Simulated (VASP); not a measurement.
# Ti2W (P4/nmm) in VASP: single point with PBE

Aim: the single point of Ti2W with PBE.

Everything below comes from runs of VASP 6.6.1. Logs are shortened: lines on timing, memory, paths and dates and some standing lists are left out, and cuts for length are marked.

**1. The cell of the first run**

It takes space group P4/nmm (No. 129, tetragonal). The conventional cell has a = 3.795 Å, b = 3.795 Å, c = 5.790 Å, α = 90.00°, β = 90.00°, γ = 90.00°. Within 3.2 Å of Ti (site symmetry -4m2) lie 8 Ti at 2.46 to 2.68 Å and 4 W at 2.57 Å. Within 3.4 Å of Ti (site symmetry 4mm) lie 4 Ti at 2.46 Å and 6 W at 2.49 to 3.30 Å. Within 3.4 Å of W (site symmetry 4mm) lie 10 Ti at 2.49 to 3.30 Å.

**2. Single point, PBE**

INCAR reads:

```
PREC = Accurate
ENCUT = 550
EDIFF = 1E-6
ISMEAR = 0
SIGMA = 0.1
LREAL = F
LASPH = T
NELM = 300
ALGO = All
ISIF = 2
LWAVE = F
LCHARG = F
GGA = PE
NBANDS = 47
GGA_COMPAT = F
ISEARCH = 1
KPAR = 4
```

KPOINTS reads:

```
Automatic mesh
0
Gamma
  6 6 4
```

POSCAR reads:

```
Ti2W
1.0
    3.7950092539      0.0000000000      0.0000000000
    0.0000000000      3.7950092539      0.0000000000
    0.0000000000      0.0000000000      5.7904312038
Ti W
4 2
Direct
    0.0000000000      0.0000000000      0.0000000000
    0.5000000000      0.5000000000      0.0000000000
    0.0000000000      0.5000000000      0.2700000000
    0.5000000000      0.0000000000      0.7300000000
    0.0000000000      0.5000000000      0.7000000000
    0.5000000000      0.0000000000      0.3000000000
```

Potentials or basis: VASP PAW PBE potentials, release 64 (Ti_sv, W_sv).

Started as:

```sh
cat potpaw_PBE.64/Ti_sv/POTCAR potpaw_PBE.64/W_sv/POTCAR > POTCAR
mpirun -np 4 vasp_std > vasp.out
```

OUTCAR:

```text
PREC = Accurate
   ENCUT = 550
   EDIFF = 1E-6
   ISMEAR = 0
   LREAL = F
   LASPH = T
   NELM = 300
   ISIF = 2
   GGA = PE

 ion  position               nearest neighbor table
   1  0.000  0.000  0.000-   3 2.46   4 2.46   3 2.46   4 2.46   5 2.57   5 2.57   6 2.57   6 2.57
                             2 2.68   2 2.68   2 2.68   2 2.68
   2  0.500  0.500  0.000-   3 2.46   4 2.46   4 2.46   3 2.46   5 2.57   6 2.57   6 2.57   5 2.57
                             1 2.68   1 2.68   1 2.68   1 2.68
   3  0.000  0.500  0.270-   1 2.46   2 2.46   1 2.46   2 2.46   5 2.49   6 2.69   6 2.69   6 2.69
                             6 2.69
   4  0.500  0.000  0.730-   1 2.46   2 2.46   2 2.46   1 2.46   6 2.49   5 2.69   5 2.69   5 2.69
                             5 2.69
   5  0.000  0.500  0.700-   3 2.49   2 2.57   1 2.57   1 2.57   2 2.57   4 2.69   4 2.69   4 2.69
                             4 2.69
   6  0.500  0.000  0.300-   4 2.49   2 2.57   1 2.57   2 2.57   1 2.57   3 2.69   3 2.69   3 2.69
                             3 2.69

  LATTYP: Found a simple tetragonal cell.
 ALAT       =     3.7950092539
 C/A-ratio  =     1.5258016032

  Lattice vectors:

 A1 = (   3.7950092539,   0.0000000000,   0.0000000000)
 A2 = (   0.0000000000,   3.7950092539,   0.0000000000)
 A3 = (   0.0000000000,   0.0000000000,   5.7904312038)

Analysis of symmetry for initial positions (statically):
=====================================================================
 Subroutine PRICEL returns:
 Original cell was already a primitive cell.

 Routine SETGRP: Setting up the symmetry group for a
 simple tetragonal supercell.

 Subroutine GETGRP returns: Found 16 space group operations
 (whereof  8 operations were pure point group operations)
 out of a pool of 16 trial point group operations.

The static configuration has the point symmetry D_2d.
 The point group associated with its full space group is D_4h.

Analysis of symmetry for dynamics (positions and initial velocities):
=====================================================================
 Subroutine PRICEL returns:
 Original cell was already a primitive cell.

 Routine SETGRP: Setting up the symmetry group for a
 simple tetragonal supercell.

 Subroutine GETGRP returns: Found 16 space group operations
 (whereof  8 operations were pure point group operations)
 out of a pool of 16 trial point group operations.

The dynamic configuration has the point symmetry D_2d.
 The point group associated with its full space group is D_4h.

 Subroutine INISYM returns: Found 16 space group operations
 (whereof  8 operations are pure point group operations),
 and found     1 'primitive' translations

----------------------------------------------------------------------------------------

                                     Primitive cell

  volume of cell :      83.3943

  direct lattice vectors                    reciprocal lattice vectors
     3.795009254  0.000000000  0.000000000     0.263503969  0.000000000  0.000000000
     0.000000000  3.795009254  0.000000000     0.000000000  0.263503969  0.000000000
     0.000000000  0.000000000  5.790431204     0.000000000  0.000000000  0.172698710

  length of vectors
     3.795009254  3.795009254  5.790431204     0.263503969  0.263503969  0.172698710

  position of ions in fractional coordinates (direct lattice)
     0.000000000  0.000000000  0.000000000
     0.500000000  0.500000000  0.000000000
     0.000000000  0.500000000  0.270000000
     0.500000000  0.000000000  0.730000000
     0.000000000  0.500000000  0.700000000
     0.500000000  0.000000000  0.300000000

  ion indices of the primitive-cell ions
   primitive index   ion index
                 1           1
                 2           2
                 3           3
                 4           4
                 5           5
                 6           6

----------------------------------------------------------------------------------------

 KPOINTS: Automatic mesh

Automatic generation of k-mesh.
 Grid dimensions read from file:
 generate k-points for:    6    6    4

 Generating k-lattice:

  Cartesian coordinates                     Fractional coordinates (reciprocal lattice)
     0.043917328  0.000000000  0.000000000     0.166666667  0.000000000  0.000000000
     0.000000000  0.043917328  0.000000000     0.000000000  0.166666667  0.000000000
     0.000000000  0.000000000  0.043174678     0.000000000  0.000000000  0.250000000

  Length of vectors
     0.043917328  0.043917328  0.043174678

  Shift w.r.t. Gamma in fractional coordinates (k-lattice)
     0.000000000  0.000000000  0.000000000

 Subroutine IBZKPT returns following result:
 ===========================================

 Found     30 irreducible k-points:

 Following reciprocal coordinates:
            Coordinates               Weight
  0.000000  0.000000  0.000000      1.000000
  0.166667  0.000000  0.000000      4.000000
  0.333333  0.000000  0.000000      4.000000
  0.500000  0.000000  0.000000      2.000000
  0.166667  0.166667  0.000000      4.000000
  0.333333  0.166667  0.000000      8.000000
[... 16 lines left out ...]
  0.333333  0.000000  0.500000      4.000000
  0.500000  0.000000  0.500000      2.000000
 [... further k-points ...]
   k-points           NKPTS =     30   k-points in BZ     NKDIM =     30   number of bands    NBANDS=     47
   number of dos      NEDOS =    301   number of ions     NIONS =      6
   total plane-waves  NPLWV =  43200
   dimension x,y,z NGX =    30 NGY =   30 NGZ =   48
   dimension x,y,z NGXF=    60 NGYF=   60 NGZF=   96
   ions per type =               4   2
   NGX,Y,Z   is equivalent  to a cutoff of  13.14, 13.14, 13.78 a.u.
   NGXF,Y,Z  is equivalent  to a cutoff of  26.28, 26.28, 27.56 a.u.
 SYSTEM =  unknown system
   PREC   = accura    normal or accurate (medium, high low for compatibility)
   ISTART =      0    job   : 0-new  1-cont  2-samecut
   ICHARG =      2    charge: 1-file 2-atom 10-const
   ISPIN  =      1    spin polarized calculation?
   LNONCOLLINEAR =      F non collinear calculations
   LSORBIT =      F    spin-orbit coupling
   LASPH  =      T    aspherical Exc in radial PAW
   ENCUT  =  550.0 eV  40.42 Ry    6.36 a.u.   7.26  7.26 11.07*2*pi/ulx,y,z
   NELM   =    300;   NELMIN=  2; NELMDL= -5     # of ELM steps
   EDIFF  = 0.1E-05   stopping-criterion for ELM
   LREAL  =      F    real-space projection
   EDIFFG = 0.1E-04   stopping-criterion for IOM
   NSW    =      0    number of steps for IOM
   IBRION =     -1    ionic relax: 0-MD 1-quasi-New 2-CG
   NFREE  =      0    steps in history (QN), initial steepest desc. (CG)
   ISIF   =      2    stress and relaxation
   ISYM   =      2    0-nonsym 1-usesym 2-fastsym
   POTIM  = 0.5000    time-step for ionic-motion
   TEBEG  =    0.0;   TEEND  =   0.0 temperature during run
   PSTRESS=    0.0 pullay stress
   NELECT =      76.0000    total number of electrons
   NUPDOWN=      -1.0000    fix difference up-down
   EMIN   =  10.00;   EMAX   =-10.00  energy-range for DOS
   EFERMI =   0.00;   METHOD = LEGACY
   ISMEAR =     0;   SIGMA  =   0.10  broadening in eV -4-tet -1-fermi 0-gaus
   EFERMI_NEDOS =   21; number of points for ismear=-14 and -15
   IALGO  =     58    algorithm
   IMIX   =      4    mixing-type and parameters
     AMIX     =   0.40;   BMIX     =  1.00
     AMIX_MAG =   1.60;   BMIX_MAG =  1.00
  volume/ion in A,a.u.               =      13.90        93.80
  Fermi-wavevector in a.u.,A,eV,Ry     =   1.587208  2.999388 34.276193  2.519229
  Thomas-Fermi vector in A             =   2.686401
   LORBIT       =      0    0 simple, 1 ext, 2 COOP (PROOUT), +10 PAW based schemes
   GGA     = PE    functional components
   LHFCALC =     F    Hartree Fock is set to
   AEXX    =    0.0000 exact exchange contribution
   IVDW    =     0    specifies the selected vdW correction
   LEPSILON=     F    determine dielectric tensor
   LRPA    =     F    only Hartree local field effects (RPA)
 non-spin polarized calculation
 Gauss-broadening in eV      SIGMA  =   0.10
  energy-cutoff  :      550.00
  volume of cell :       83.39
 maximum number of plane-waves:      2468
 NGX is ok and might be reduce to    30
   NGX = 15   NGY = 15   NGZ = 23

 number of electron      76.0000005 magnetization

 Free energy of the ion-electron system (eV)
  ---------------------------------------------------
  ext. energy  EPLUGINS =         0.00000000
  ---------------------------------------------------
  free energy    TOTEN  =       -50.24340211 eV

  energy without entropy =      -50.20438119  energy(sigma->0) =      -50.22389165

 E-fermi :  11.4423     XC(G=0): -13.1185

 val. band max:       11.4361648073   @ k =   0.3333   0.3333   0.5000
 cond. band min:      11.4506938695   @ k =   0.3333   0.3333   0.5000
 fundamental gap:      0.0145290623
 Fermi energy:        11.4423494349

 k-point     1 :       0.0000    0.0000    0.0000
  band No.  band energies     occupation
      1     -61.8494      2.00000
      2     -61.8451      2.00000
      3     -45.0065      2.00000
      4     -44.8063      2.00000
      5     -44.4801      2.00000
      6     -44.4621      2.00000
[... 39 lines left out ...]
     46      15.5393      0.00000
     47      15.8614      0.00000

 k-point     2 :       0.1667    0.0000    0.0000
  band No.  band energies     occupation
      1     -61.8489      2.00000
      2     -61.8452      2.00000
      3     -44.9854      2.00000
      4     -44.8073      2.00000
      5     -44.4872      2.00000
      6     -44.4764      2.00000
[... 39 lines left out ...]
     46      14.6974      0.00000
     47      15.1525      0.00000

 k-point     3 :       0.3333    0.0000    0.0000
  band No.  band energies     occupation
      1     -61.8477      2.00000
      2     -61.8456      2.00000
      3     -44.9301      2.00000
      4     -44.8208      2.00000
      5     -44.5042      2.00000
      6     -44.5039      2.00000
[... 1039 lines left out ...]
     46      13.9060      0.00000
     47      14.5638      0.00000

 k-point    24 :       0.5000    0.0000    0.5000
  band No.  band energies     occupation
      1     -61.8464      2.00000
      2     -61.8464      2.00000
      3     -44.8663      2.00000
      4     -44.8663      2.00000
      5     -44.5139      2.00000
      6     -44.5139      2.00000
[... 39 lines left out ...]
     46      13.4014      0.00000
     47      13.5090      0.00000

 [... further k-points ...]
[... 5 lines left out ...]
  --------------------------------------------------------------------------------------
  -------------------------------------------------------------------------------------
  Total       26.4737346     26.4737346     30.1023567      0.0000000      0.0000000      0.0000000
  in kB      508.6150520    508.6150520    578.3283681      0.0000000      0.0000000      0.0000000
  external PRESSURE =     531.8528240 kB  Pullay stress =       0.0000000 kB

 VOLUME and BASIS-vectors are now :
 -----------------------------------------------------------------------------
  energy-cutoff  :      550.00
  volume of cell :       83.39
      direct lattice vectors                 reciprocal lattice vectors
     3.795009254  0.000000000  0.000000000     0.263503969  0.000000000  0.000000000
     0.000000000  3.795009254  0.000000000     0.000000000  0.263503969  0.000000000
     0.000000000  0.000000000  5.790431204     0.000000000  0.000000000  0.172698710

 POSITION                                       TOTAL-FORCE (eV/Angst)
 -----------------------------------------------------------------------------------
      0.00000      0.00000      0.00000         0.000000     -0.000000      0.000000
      1.89750      1.89750      0.00000         0.000000      0.000000      0.000000
      0.00000      1.89750      1.56342        -0.000000      0.000000      2.708126
      1.89750      0.00000      4.22701         0.000000     -0.000000     -2.708126
      0.00000      1.89750      4.05330        -0.000000     -0.000000     -1.325926
      1.89750      0.00000      1.73713         0.000000     -0.000000      1.325926
 -----------------------------------------------------------------------------------
    total drift:                                0.000000      0.000000     -0.000000

  FREE ENERGIE OF THE ION-ELECTRON SYSTEM (eV)
  ---------------------------------------------------
  free  energy   TOTEN  =       -50.2434021100 eV

  energy  without entropy=      -50.2043811802  energy(sigma->0) =      -50.22389165
```

Run time: 88 s. Hardware: 4 MPI ranks of AMD EPYC 7R13 (Zen 3), shared host; peak memory 0.34 GiB.

Results:

- Free energy: -50.2434 eV
- Pressure: 53.2 GPa
- Largest force: 2.708 eV/Å
- Band gap on the k mesh: zero (bands 38 and 39 overlap by 1.14 eV)

Forces in eV/Å, atoms in the order of the input:
```
Ti   0.000  0.000  0.000
Ti   0.000  0.000  0.000
Ti   0.000  0.000  2.708
Ti   0.000  0.000 -2.708
W    0.000  0.000 -1.326
W    0.000  0.000  1.326
```

Stress tensor (GPa, compression positive):
```
50.86  0.00  0.00
 0.00 50.86  0.00
 0.00  0.00 57.83
```

Caveat: the stress differs along the axes, from 51 to 58 GPa; spin-orbit coupling is left out, which moves the levels of the heavy elements; forces of over 1 eV/Å act on the atoms, so gaps and moduli don't describe the material at rest.
